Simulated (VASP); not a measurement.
# MnSb (P6_3/mmc) in VASP: notebook, part 2 of 2

VASP 6.6.1.

## Step 3: Single point, PBEsol, collinear spin, ferromagnetic start

This run uses another cell than the first one, of 18.76 Å³/atom.

INCAR

```
PREC = Accurate
ENCUT = 520
EDIFF = 1E-7
ISMEAR = -1
SIGMA = 0.05
LREAL = False
LASPH = True
NELM = 150
ALGO = Normal
ISIF = 2
LWAVE = False
LCHARG = True
ISPIN = 2
MAGMOM = 0 0 4 4
LORBIT = 11
LMAXMIX = 4
GGA = PS
LELF = True
LVHAR = True
NBANDS = 30
```

KPOINTS

```
regular mesh
0
Gamma
  7 7 5
```

POSCAR

```
MnSb
1.0
    3.9953876358      0.0000000000      0.0000000000
   -1.9976938179      3.4601071905      0.0000000000
    0.0000000000      0.0000000000      5.4284273015
Sb Mn
2 2
Direct
    0.6666666667      0.3333333333      0.7500000000
    0.3333333333      0.6666666667      0.2500000000
    0.0000000000      0.0000000000      0.5000000000
    0.0000000000      0.0000000000      0.0000000000
```

Potentials or basis: VASP PAW PBE potentials, release 64 (Sb, Mn_pv).

On the command line:

```console
> cat potpaw_PBE.64/Sb/POTCAR potpaw_PBE.64/Mn_pv/POTCAR > POTCAR
> mpirun -np 1 vasp_std > vasp.out
```

OUTCAR:

```text
PREC = Accurate
   ENCUT = 520
   EDIFF = 1E-7
   ISMEAR = -1
   LREAL = False
   LASPH = True
   NELM = 150
   ISIF = 2
   ISPIN = 2
   LORBIT = 11
   GGA = PS

 ion  position               nearest neighbor table
   1  0.667  0.333  0.750-   3 2.68   4 2.68   3 2.68   4 2.68   3 2.68   4 2.68   2 3.56   2 3.56
                             2 3.56   2 3.56   2 3.56   2 3.56
   2  0.333  0.667  0.250-   3 2.68   4 2.68   3 2.68   4 2.68   3 2.68   4 2.68   1 3.56   1 3.56
                             1 3.56   1 3.56   1 3.56   1 3.56
   3  0.000  0.000  0.500-   1 2.68   2 2.68   2 2.68   1 2.68   1 2.68   2 2.68   4 2.71   4 2.71

   4  0.000  0.000  0.000-   1 2.68   2 2.68   2 2.68   1 2.68   1 2.68   2 2.68   3 2.71   3 2.71

  LATTYP: Found a hexagonal cell.
 ALAT       =     3.9953876358
 C/A-ratio  =     1.3586734996

  Lattice vectors:

 A1 = (   3.9953876358,   0.0000000000,   0.0000000000)
 A2 = (  -1.9976938179,   3.4601071905,   0.0000000000)
 A3 = (   0.0000000000,   0.0000000000,   5.4284273015)

Analysis of symmetry for initial positions (statically):
=====================================================================
 Subroutine PRICEL returns:
 Original cell was already a primitive cell.

 Routine SETGRP: Setting up the symmetry group for a
 hexagonal supercell.

 Subroutine GETGRP returns: Found 24 space group operations
 (whereof 12 operations were pure point group operations)
 out of a pool of 24 trial point group operations.

The static configuration has the point symmetry D_3d.
 The point group associated with its full space group is D_6h.

Analysis of symmetry for dynamics (positions and initial velocities):
=====================================================================
 Subroutine PRICEL returns:
 Original cell was already a primitive cell.

 Routine SETGRP: Setting up the symmetry group for a
 hexagonal supercell.

 Subroutine GETGRP returns: Found 24 space group operations
[... 168 lines left out ...]
  energy without entropy =      -28.48165679  energy(sigma->0) =      -28.49361315

 E-fermi :   9.1691     XC(G=0): -11.4104

 val. band max:        9.1649435016   @ k =   0.0000   0.0000   0.0000
 cond. band min:       9.1779694356   @ k =   0.0000   0.0000   0.2000
 fundamental gap:      0.0130259340
 Fermi energy:         9.1691254499

 spin component 1

 k-point     1 :       0.0000    0.0000    0.0000
  band No.  band energies     occupation
      1     -40.2790      1.00000
      2     -40.2790      1.00000
      3     -40.2627      1.00000
      4     -40.2627      1.00000
      5     -40.0371      1.00000
      6     -39.8751      1.00000
[... 781 lines left out ...]
     29      17.1145      0.00000
     30      17.5967      0.00000
 Fermi energy:         9.1691254499

 spin component 2

 k-point     1 :       0.0000    0.0000    0.0000
  band No.  band energies     occupation
      1     -37.2470      1.00000
      2     -37.2470      1.00000
      3     -37.2355      1.00000
      4     -37.2280      1.00000
      5     -37.2280      1.00000
      6     -37.0509      1.00000
[... 781 lines left out ...]
     29      17.5139      0.00000
     30      17.9676      0.00000

------------------------ aborting loop because EDIFF is reached ----------------------------------------

  FORCE on cell =-STRESS in cart. coord.  units (eV):
  Direction    XX          YY          ZZ          XY          YZ          ZX
  --------------------------------------------------------------------------------------
  -------------------------------------------------------------------------------------
  Total        0.0026162      0.0026162      0.0362296      0.0000000      0.0000000      0.0000000
  in kB        0.0558546      0.0558546      0.7734846      0.0000000      0.0000000      0.0000000
  external PRESSURE =       0.2950646 kB  Pullay stress =       0.0000000 kB

 VOLUME and BASIS-vectors are now :
 -----------------------------------------------------------------------------
  energy-cutoff  :      520.00
  volume of cell :       75.05
      direct lattice vectors                 reciprocal lattice vectors
     3.995387636  0.000000000  0.000000000     0.250288606  0.144504194  0.000000000
    -1.997693818  3.460107191  0.000000000     0.000000000  0.289008388  0.000000000
     0.000000000  0.000000000  5.428427302     0.000000000  0.000000000  0.184215417

 POSITION                                       TOTAL-FORCE (eV/Angst)
 -----------------------------------------------------------------------------------
      1.99769      1.15337      4.07132         0.000000      0.000000      0.000000
     -0.00000      2.30674      1.35711        -0.000000     -0.000000      0.000000
      0.00000      0.00000      2.71421         0.000000     -0.000000      0.000000
      0.00000      0.00000      0.00000         0.000000     -0.000000      0.000000
 -----------------------------------------------------------------------------------
    total drift:                               -0.000000      0.000000      0.000000

  FREE ENERGIE OF THE ION-ELECTRON SYSTEM (eV)
  ---------------------------------------------------
  free  energy   TOTEN  =       -28.5055695130 eV

  energy  without entropy=      -28.4816567919  energy(sigma->0) =      -28.49361315

 total charge

# of ion       s       p       d       tot
------------------------------------------
    1        1.122   1.316   0.063   2.501
    2        1.122   1.316   0.063   2.501
    3        0.302   6.267   5.141  11.710
    4        0.302   6.267   5.141  11.710
--------------------------------------------------
tot          2.848  15.165  10.407  28.421

 magnetization (x)

# of ion       s       p       d       tot
------------------------------------------
    1       -0.005  -0.110   0.007  -0.108
    2       -0.005  -0.110   0.007  -0.108
    3        0.028   0.028   2.801   2.856
    4        0.028   0.028   2.801   2.856
--------------------------------------------------
tot          0.046  -0.165   5.615   5.496
```

It took 60 s on 1 thread of Intel Xeon Platinum 8559C (Emerald Rapids), shared host; peak memory 0.25 GiB.

What came out:

```yaml
Free_energy: -28.5056 eV
Pressure: 0.0 GPa
Net_moment: 5.66 μB per cell
Site_moments: Sb -0.11; Mn +2.86 μB
Valence_electrons_inside_the_program's_atomic_spheres: Sb 2.50; Mn 11.71
```

Caveat: the PAW data sets were made with another functional, which shifts forces and pressure a little; spin-orbit coupling is left out, which moves the levels of the heavy elements; the run started ferromagnetic, and an antiferromagnetic order may lie lower in energy.

## Step 4: Single point, PBEsol, non-collinear spin, typed start, spin-orbit coupling

INCAR

```
  PREC = Accurate
  ENCUT = 520
  EDIFF = 1E-6
  ISMEAR = -1
  SIGMA = 0.05
  LREAL = F
  LASPH = T
  NELM = 150
  ALGO = Normal
  ISIF = 2
  LWAVE = F
  LCHARG = F
  MAGMOM = 0 0 0 0 0 0 2.309 2.309 2.309 2.309 2.309 2.309
  LORBIT = 11
  LSORBIT = T
  GGA_COMPAT = F
  LORBMOM = T
  LMAXMIX = 4
  GGA = PS
  NBANDS = 50
```

KPOINTS

```
regular mesh
0
Gamma
  5 5 4
```

POSCAR

```
MnSb
1.0
    4.1500000000      0.0000000000      0.0000000000
   -2.0750000000      3.5940054257      0.0000000000
    0.0000000000      0.0000000000      5.7800000000
Sb Mn
2 2
Direct
    0.6666666667      0.3333333333      0.7500000000
    0.3333333333      0.6666666667      0.2500000000
    0.0000000000      0.0000000000      0.5000000000
    0.0000000000      0.0000000000      0.0000000000
```

On the command line:

```console
> cat potpaw_PBE.64/Sb/POTCAR potpaw_PBE.64/Mn_pv/POTCAR > POTCAR
> mpirun -np 1 vasp_ncl > vasp.out
```

Run time: 17 min. Hardware: 1 thread of Intel Xeon Platinum 8559C (Emerald Rapids), shared host; peak memory 0.59 GiB.

It converged, with:

```yaml
Free_energy: -28.3964 eV
Pressure: -7.0 GPa
Net_moment: 6.68 μB per cell
Valence_electrons_inside_the_program's_atomic_spheres: Sb 2.44; Mn 11.52
```

Stress tensor (GPa, compression positive):
```
-6.53  0.00  0.00
 0.00 -6.53  0.00
 0.00  0.00 -7.90
```

Moments on the atoms (μB; x, y, z):
```
Sb  -0.07 -0.07 -0.07
Sb  -0.07 -0.07 -0.07
Mn   1.95  1.95  1.95
Mn   1.95  1.95  1.95
```

Caveat: the cell stands under tension; the PAW data sets were made with another functional, which shifts forces and pressure a little.

## Step 5: Overview

```csv
level,spin,cell,k mesh,pressure (GPa),moment (μB)
PBE,"non-collinear, typed start, SOC","a = 4.150, b = 4.150, c = 5.780 Å, angles 90.0, 90.0, 120.0°, 4 atoms",5 × 5 × 4,-3.2,6.68
PBEsol,"collinear, ferromagnetic start","a = 3.995, b = 3.995, c = 5.428 Å, angles 90.0, 90.0, 120.0°, 4 atoms",7 × 7 × 5,0.0,5.66
PBEsol,"non-collinear, typed start, SOC","a = 4.150, b = 4.150, c = 5.780 Å, angles 90.0, 90.0, 120.0°, 4 atoms",5 × 5 × 4,-7.0,6.68
```

Alike in all rows: task single point; potentials or basis VASP PAW PBE potentials, release 64 (Sb, Mn_pv); cutoff (eV) 520; smearing fermi-dirac 0.05 eV.

Caveats: the cell stands under tension (at least some runs); the PAW data sets were made with another functional, which shifts forces and pressure a little (at least some runs); spin-orbit coupling is left out, which moves the levels of the heavy elements (at least some runs); the run started ferromagnetic, and an antiferromagnetic order may lie lower in energy (at least some runs).

Total energies depend on the potentials used, so only differences within one code and one set of settings carry meaning.
